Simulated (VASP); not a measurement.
Runs of VASP 6.6.1 on TaPb. The structure is that of space group Fm-3m (No. 225), or close to it. The cells are those of the table. The cell was generated, and may not be a known phase.

| task | cell | k mesh | cutoff (eV) | gap on the mesh (eV) | pressure (GPa) | relaxed volume (Å³/atom) |
| --- | --- | --- | --- | --- | --- | --- |
| relaxation of cell and atoms | relaxed from a = 3.795 Å, angles 60.0°, 2 atoms | 6 × 6 × 6 | 600 | none | 0.0 | 23.97 |
| single point | a = 4.078 Å, angles 60.0°, 2 atoms | 16 × 16 × 16 | 520 | none | 0.0 | - |
| relaxation of cell and atoms | relaxed from a = 4.074 Å, angles 60.0°, 2 atoms | 16 × 16 × 16 | 600 | none | 0.0 | 23.95 |
| single point | a = 4.074 Å, angles 60.0°, 2 atoms | 6 × 6 × 6 | 520 | none | (a) | - |
| single point | a = 3.795 Å, angles 60.0°, 2 atoms | 6 × 6 × 6 | 520 | none | 37.4 | - |

Alike in all rows: level PBE; potentials or basis VASP PAW PBE potentials, release 64 (Ta_pv, Pb_d); no spin polarisation; smearing gaussian 0.1 eV.

Fill in the values left out.

(a) 0.3.

Caveats: spin-orbit coupling is left out, which moves the levels of the heavy elements; the volume moved by over 15 % at a fixed basis, so the end points are rough (at least some runs); the cell stands under pressure (at least some runs).

A k mesh can miss the band edges, and the runs leave out spin-orbit coupling on Pb, Ta.

A gap of «none» marks levels without a gap at the run's occupations.
